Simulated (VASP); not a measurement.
# CaBe3 (I4/mmm) in VASP: single point with PBE

Aim: the single point of CaBe3 with PBE.

Everything below comes from runs of VASP 6.6.1. Logs are shortened: lines on timing, memory, paths and dates and some standing lists are left out, and cuts for length are marked.

### 1 The cell of the first run

It takes space group I4/mmm (No. 139, tetragonal). The conventional cell has a = 4.262 Å, b = 4.262 Å, c = 6.069 Å, α = 90.00°, β = 90.00°, γ = 90.00°. Within 3.5 Å of Ca (site symmetry 4/mmm) lie 14 Be at 2.62 to 3.03 Å. Be (site symmetry 4/mmm) has 8 Be at 2.62 Å and 6 Ca at 3.01 to 3.03 Å within 3.5 Å. Be (site symmetry -4m2) has 4 Ca at 2.62 Å and 10 Be at 2.62 to 3.03 Å within 3.5 Å.

### 2 Single point, PBE

Contents of INCAR:

```
SYSTEM = CaBe3
  PREC = Accurate
  ENCUT = 520
  EDIFF = 1E-7
  ISMEAR = 0
  SIGMA = 0.1
  LREAL = .FALSE.
  LASPH = .TRUE.
  NELM = 100
  ALGO = Normal
  ISIF = 2
  LWAVE = .FALSE.
  LCHARG = .FALSE.
  GGA = PE
  NBANDS = 16
```

Contents of KPOINTS:

```
regular mesh
0
G
  6 6 6
  0 0 0
```

Contents of POSCAR:

```
CaBe3
1.0
   -2.1311261233      2.1311261233      3.0345484050
    2.1311261233     -2.1311261233      3.0345484050
    2.1311261233      2.1311261233     -3.0345484050
Ca Be
1 3
Direct
    0.0000000000      0.0000000000      0.0000000000
    0.5000000000      0.5000000000      0.0000000000
    0.2500000000      0.7500000000      0.5000000000
    0.7500000000      0.2500000000      0.5000000000
```

Potentials or basis: VASP PAW PBE potentials, release 64 (Ca_sv, Be).

Run with:

```console
> cat potpaw_PBE.64/Ca_sv/POTCAR potpaw_PBE.64/Be/POTCAR > POTCAR
> mpirun -np 1 vasp_std > vasp.out
```

OUTCAR:

```text
SYSTEM = CaBe3
   PREC = Accurate
   ENCUT = 520
   EDIFF = 1E-7
   ISMEAR = 0
   LREAL = .FALSE.
   LASPH = .TRUE.
   NELM = 100
   ISIF = 2
   GGA = PE

 ion  position               nearest neighbor table
   1  0.000  0.000  0.000-   3 2.62   4 2.62   3 2.62   4 2.62   4 2.62   3 2.62   4 2.62   3 2.62

   2  0.500  0.500  0.000-
   3  0.250  0.750  0.500-   1 2.62   1 2.62   1 2.62   1 2.62
   4  0.750  0.250  0.500-   1 2.62   1 2.62   1 2.62   1 2.62

  LATTYP: Found a body centered tetragonal cell.
 ALAT       =     4.2622522466
 C/A-ratio  =     1.4239177925

  Lattice vectors:

 A1 = (  -2.1311261233,   2.1311261233,   3.0345484050)
 A2 = (   2.1311261233,  -2.1311261233,   3.0345484050)
 A3 = (   2.1311261233,   2.1311261233,  -3.0345484050)

Analysis of symmetry for initial positions (statically):
=====================================================================
 Subroutine PRICEL returns:
 Original cell was already a primitive cell.

 Routine SETGRP: Setting up the symmetry group for a
 body centered tetragonal supercell.

 Subroutine GETGRP returns: Found 16 space group operations
 (whereof 16 operations were pure point group operations)
 out of a pool of 16 trial point group operations.

The static configuration has the point symmetry D_4h.

Analysis of symmetry for dynamics (positions and initial velocities):
=====================================================================
 Subroutine PRICEL returns:
 Original cell was already a primitive cell.

 Routine SETGRP: Setting up the symmetry group for a
 body centered tetragonal supercell.

 Subroutine GETGRP returns: Found 16 space group operations
 (whereof 16 operations were pure point group operations)
 out of a pool of 16 trial point group operations.

The dynamic configuration has the point symmetry D_4h.

 Subroutine INISYM returns: Found 16 space group operations
 (whereof 16 operations are pure point group operations),
 and found     1 'primitive' translations

----------------------------------------------------------------------------------------

                                     Primitive cell

  volume of cell :      55.1280

  direct lattice vectors                    reciprocal lattice vectors
    -2.131126123  2.131126123  3.034548405     0.000000000  0.234617742  0.164769163
     2.131126123 -2.131126123  3.034548405     0.234617742  0.000000000  0.164769163
     2.131126123  2.131126123 -3.034548405     0.234617742  0.234617742  0.000000000

  length of vectors
     4.276900879  4.276900879  4.276900879     0.286695591  0.286695591  0.331799593

  position of ions in fractional coordinates (direct lattice)
     0.000000000  0.000000000  0.000000000
     0.500000000  0.500000000  0.000000000
     0.250000000  0.750000000  0.500000000
     0.750000000  0.250000000  0.500000000

  ion indices of the primitive-cell ions
   primitive index   ion index
                 1           1
                 2           2
                 3           3
                 4           4

----------------------------------------------------------------------------------------

 KPOINTS: regular mesh

Automatic generation of k-mesh.
 Grid dimensions read from file:
 generate k-points for:    6    6    6

 Generating k-lattice:

  Cartesian coordinates                     Fractional coordinates (reciprocal lattice)
     0.000000000  0.039102957  0.027461527     0.166666667  0.000000000  0.000000000
     0.039102957  0.000000000  0.027461527     0.000000000  0.166666667  0.000000000
     0.039102957  0.039102957  0.000000000     0.000000000  0.000000000  0.166666667

  Length of vectors
     0.047782599  0.047782599  0.055299932

  Shift w.r.t. Gamma in fractional coordinates (k-lattice)
     0.000000000  0.000000000  0.000000000

 Subroutine IBZKPT returns following result:
 ===========================================

 Found     30 irreducible k-points:

 Following reciprocal coordinates:
            Coordinates               Weight
  0.000000  0.000000  0.000000      1.000000
  0.166667  0.000000 -0.000000      8.000000
  0.333333  0.000000 -0.000000      8.000000
  0.500000  0.000000 -0.000000      4.000000
  0.166667  0.166667 -0.000000      8.000000
  0.333333  0.166667 -0.000000     16.000000
[... 16 lines left out ...]
 -0.333333 -0.333333  0.166667      8.000000
 -0.166667 -0.333333  0.166667      8.000000
 [... further k-points ...]
   k-points           NKPTS =     30   k-points in BZ     NKDIM =     30   number of bands    NBANDS=     16
   number of dos      NEDOS =    301   number of ions     NIONS =      4
   total plane-waves  NPLWV =  32768
   dimension x,y,z NGX =    32 NGY =   32 NGZ =   32
   dimension x,y,z NGXF=    64 NGYF=   64 NGZF=   64
   ions per type =               1   3
   NGX,Y,Z   is equivalent  to a cutoff of  12.44, 12.44, 12.44 a.u.
   NGXF,Y,Z  is equivalent  to a cutoff of  24.88, 24.88, 24.88 a.u.
 SYSTEM =  CaBe3
   PREC   = accura    normal or accurate (medium, high low for compatibility)
   ISTART =      0    job   : 0-new  1-cont  2-samecut
   ICHARG =      2    charge: 1-file 2-atom 10-const
   ISPIN  =      1    spin polarized calculation?
   LNONCOLLINEAR =      F non collinear calculations
   LSORBIT =      F    spin-orbit coupling
   LASPH  =      T    aspherical Exc in radial PAW
   ENCUT  =  520.0 eV  38.22 Ry    6.18 a.u.   7.95  7.95  7.95*2*pi/ulx,y,z
   NELM   =    100;   NELMIN=  2; NELMDL= -5     # of ELM steps
   EDIFF  = 0.1E-06   stopping-criterion for ELM
   LREAL  =      F    real-space projection
   EDIFFG = 0.1E-05   stopping-criterion for IOM
   NSW    =      0    number of steps for IOM
   IBRION =     -1    ionic relax: 0-MD 1-quasi-New 2-CG
   NFREE  =      0    steps in history (QN), initial steepest desc. (CG)
   ISIF   =      2    stress and relaxation
   ISYM   =      2    0-nonsym 1-usesym 2-fastsym
   POTIM  = 0.5000    time-step for ionic-motion
   TEBEG  =    0.0;   TEEND  =   0.0 temperature during run
   PSTRESS=    0.0 pullay stress
   NELECT =      16.0000    total number of electrons
   NUPDOWN=      -1.0000    fix difference up-down
   EMIN   =  10.00;   EMAX   =-10.00  energy-range for DOS
   EFERMI =   0.00;   METHOD = LEGACY
   ISMEAR =     0;   SIGMA  =   0.10  broadening in eV -4-tet -1-fermi 0-gaus
   EFERMI_NEDOS =   21; number of points for ismear=-14 and -15
   IALGO  =     38    algorithm
   IMIX   =      4    mixing-type and parameters
     AMIX     =   0.40;   BMIX     =  1.00
     AMIX_MAG =   1.60;   BMIX_MAG =  1.00
  volume/ion in A,a.u.               =      13.78        93.01
  Fermi-wavevector in a.u.,A,eV,Ry     =   1.083904  2.048281 15.984767  1.174847
  Thomas-Fermi vector in A             =   2.219981
   LORBIT       =      0    0 simple, 1 ext, 2 COOP (PROOUT), +10 PAW based schemes
   GGA     = PE    functional components
   LHFCALC =     F    Hartree Fock is set to
   AEXX    =    0.0000 exact exchange contribution
   IVDW    =     0    specifies the selected vdW correction
   LEPSILON=     F    determine dielectric tensor
   LRPA    =     F    only Hartree local field effects (RPA)
 non-spin polarized calculation
 Gauss-broadening in eV      SIGMA  =   0.10
  energy-cutoff  :      520.00
  volume of cell :       55.13
 maximum number of plane-waves:      1508
   NGX = 15   NGY = 15   NGZ = 15

 number of electron      16.0000001 magnetization

 Free energy of the ion-electron system (eV)
  ---------------------------------------------------
  ext. energy  EPLUGINS =         0.00000000
  ---------------------------------------------------
  free energy    TOTEN  =       -11.08915451 eV

  energy without entropy =      -11.07920714  energy(sigma->0) =      -11.08418082

 E-fermi :   3.7197     XC(G=0):  -9.7893

 val. band max:        3.6844016343   @ k =   0.0000   0.0000   0.0000
 cond. band min:       3.7337177099   @ k =   0.5000   0.3333  -0.0000
 fundamental gap:      0.0493160756
 Fermi energy:         3.7197290414

 k-point     1 :       0.0000    0.0000    0.0000
  band No.  band energies     occupation
      1     -35.3413      2.00000
      2     -16.4876      2.00000
      3     -16.4856      2.00000
      4     -16.4856      2.00000
      5      -3.2686      2.00000
      6       3.6714      1.50572
[... 8 lines left out ...]
     15      11.0904      0.00000
     16      11.1778      0.00000

 k-point     2 :       0.1667    0.0000   -0.0000
  band No.  band energies     occupation
      1     -35.3397      2.00000
      2     -16.5153      2.00000
      3     -16.4912      2.00000
      4     -16.4896      2.00000
      5      -2.9336      2.00000
      6       2.6892      2.00000
[... 8 lines left out ...]
     15       9.7833      0.00000
     16      10.5570      0.00000

 k-point     3 :       0.3333    0.0000   -0.0000
  band No.  band energies     occupation
      1     -35.3366      2.00000
      2     -16.5725      2.00000
      3     -16.4998      2.00000
      4     -16.4976      2.00000
      5      -1.9905      2.00000
      6       1.0353      2.00000
[... 8 lines left out ...]
     15      10.8791      0.00000
     16      11.1685      0.00000

 k-point     4 :       0.5000    0.0000   -0.0000
  band No.  band energies     occupation
      1     -35.3350      2.00000
      2     -16.6008      2.00000
      3     -16.5041      2.00000
      4     -16.5016      2.00000
      5      -0.6630      2.00000
      6      -0.5333      2.00000
[... 8 lines left out ...]
     15      12.1879      0.00000
     16      12.2386      0.00000
[... 324 lines left out ...]
 k-point    22 :      -0.1667    0.5000    0.1667
  band No.  band energies     occupation
      1     -35.3345      2.00000
      2     -16.5892      2.00000
      3     -16.5203      2.00000
      4     -16.5088      2.00000
      5      -0.8658      2.00000
      6       0.1689      2.00000
[... 8 lines left out ...]
     15      11.8173      0.00000
     16      11.8502      0.00000

 k-point    23 :      -0.3333   -0.3333    0.1667
  band No.  band energies     occupation
      1     -35.3345      2.00000
      2     -16.5714      2.00000
      3     -16.5334      2.00000
      4     -16.5134      2.00000
      5      -1.2325      2.00000
      6       1.5830      2.00000
[... 8 lines left out ...]
     15      10.3081      0.00000
     16      12.0960      0.00000

 k-point    24 :      -0.1667   -0.3333    0.1667
  band No.  band energies     occupation
      1     -35.3366      2.00000
      2     -16.5559      2.00000
      3     -16.5070      2.00000
      4     -16.5064      2.00000
      5      -2.0990      2.00000
      6       1.7987      2.00000
[... 8 lines left out ...]
     15      10.0768      0.00000
     16      10.5017      0.00000

 [... further k-points ...]
[... 5 lines left out ...]
  --------------------------------------------------------------------------------------
  -------------------------------------------------------------------------------------
  Total        0.1445680      0.1445680      0.0178800      0.0000000      0.0000000      0.0000000
  in kB        4.2015577      4.2015577      0.5196438      0.0000000      0.0000000      0.0000000
  external PRESSURE =       2.9742531 kB  Pullay stress =       0.0000000 kB

 VOLUME and BASIS-vectors are now :
 -----------------------------------------------------------------------------
  energy-cutoff  :      520.00
  volume of cell :       55.13
      direct lattice vectors                 reciprocal lattice vectors
    -2.131126123  2.131126123  3.034548405     0.000000000  0.234617742  0.164769163
     2.131126123 -2.131126123  3.034548405     0.234617742  0.000000000  0.164769163
     2.131126123  2.131126123 -3.034548405     0.234617742  0.234617742  0.000000000

 POSITION                                       TOTAL-FORCE (eV/Angst)
 -----------------------------------------------------------------------------------
      0.00000      0.00000      0.00000        -0.000000      0.000000      0.000000
      0.00000      0.00000      3.03455        -0.000000      0.000000      0.000000
      2.13113     -0.00000      1.51727        -0.000000      0.000000      0.000000
     -0.00000      2.13113      1.51727         0.000000     -0.000000     -0.000000
 -----------------------------------------------------------------------------------
    total drift:                                0.000000     -0.000000     -0.000000

  FREE ENERGIE OF THE ION-ELECTRON SYSTEM (eV)
  ---------------------------------------------------
  free  energy   TOTEN  =       -11.0891545084 eV

  energy  without entropy=      -11.0792071375  energy(sigma->0) =      -11.08418082
```

Run time: 16 s. Hardware: 1 thread of Intel Xeon Platinum 8488C (Sapphire Rapids), shared host; peak memory 0.18 GiB.

What came out:

```yaml
Free_energy: -11.0892 eV
Pressure: 0.3 GPa
Band_gap_on_the_k_mesh: zero (band 8 reaches 4.41 eV, above the bottom of band 9 at 2.93 eV)
```

Stress tensor (GPa, compression positive):
```
0.42 0.00 0.00
0.00 0.42 0.00
0.00 0.00 0.05
```
